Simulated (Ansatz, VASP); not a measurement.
**One calculation of HgTe, two programs**

```
CELL_PARAMETERS angstrom
0.00000 3.00259 3.00259
3.00259 0.00000 3.00259
3.00259 3.00259 0.00000
ATOMIC_POSITIONS crystal
Hg 0.00000 0.00000 0.00000
Te 0.50000 0.50000 0.50000
```

Alike in both runs: functional PBEsol; k mesh 11 × 11 × 11; occupations fermi-dirac, width 0.1 eV; no spin polarisation.

Ansatz relaxed the structure, and its values are those at the end. VASP's run is a single point on that final structure, the one shown.

```csv
,VASP,Ansatz
version,VASP 6.6.1,Ansatz 0.2.0
potentials or method,"VASP PAW PBE potentials, release 64 (Hg, Te)","PAW with Ansatz's default frozen-core files, scalar-relativistic"
plane-wave cutoff (eV),520,420
valence electrons in the cell,18,36
```

|  | VASP | Ansatz | Ansatz less VASP |
| --- | --- | --- | --- |
| pressure (GPa) | 0.2 | 0.0 | -0.21 |

VASP's potentials were made for PBE, not for PBEsol. VASP's potentials hold 18 valence electrons a cell and Ansatz's 36, so a difference there can come from the potentials and not from the codes.

Neither program's run includes spin-orbit coupling.
